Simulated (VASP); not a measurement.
Write the native input for VASP 6.6.1 that does the following.

| Quantity | Value |
| --- | --- |
| Task | single point |
| Functional | LDA |
| Potentials or basis | VASP PAW LDA potentials, release 64 (Ti_sv) |
| Cutoff | 520 eV |
| k mesh | 11 × 11 × 11 |
| Occupations | fermi-dirac, width 0.05 eV |
| Spin | no spin polarisation |
| Dipole correction | no |
| Further INCAR settings | ALGO = Fast; EDIFF = 1e-06; NBANDS = 12 |

The structure of Ti lies in POSCAR:

```
Ti
1.0
    0.0000000000      1.9998488382      1.9998488382
    1.9998488382      0.0000000000      1.9998488382
    1.9998488382      1.9998488382      0.0000000000
Ti
1
Direct
    0.0000000000      0.0000000000      0.0000000000
```

These files were run (other wordings do the same):

INCAR

```
PREC = Accurate ; ENCUT = 520
EDIFF = 1E-6 ; ISMEAR = -1
SIGMA = 0.05 ; LREAL = F
LASPH = T ; NELM = 100
ALGO = Fast ; ISIF = 2
LWAVE = F ; LCHARG = F
NBANDS = 12
```

KPOINTS

```
Automatic mesh
0
Gamma
  11 11 11
```

Potentials or basis: VASP PAW LDA potentials, release 64 (Ti_sv).

Run with:

```bash
$ cat potpaw_LDA.64/Ti_sv/POTCAR > POTCAR
$ mpirun -np 1 vasp_std > vasp.out
```

Results of the run:

```
Pressure               : -0.3 GPa
Band gap on the k mesh : zero (band 6 reaches 9.78 eV, above the bottom of band 7 at 8.59 eV)
```

Wall time 13 s on 1 thread of AMD EPYC 9R45 96-Core Processor (Zen 5) (shared host), peak memory 0.1 GiB.
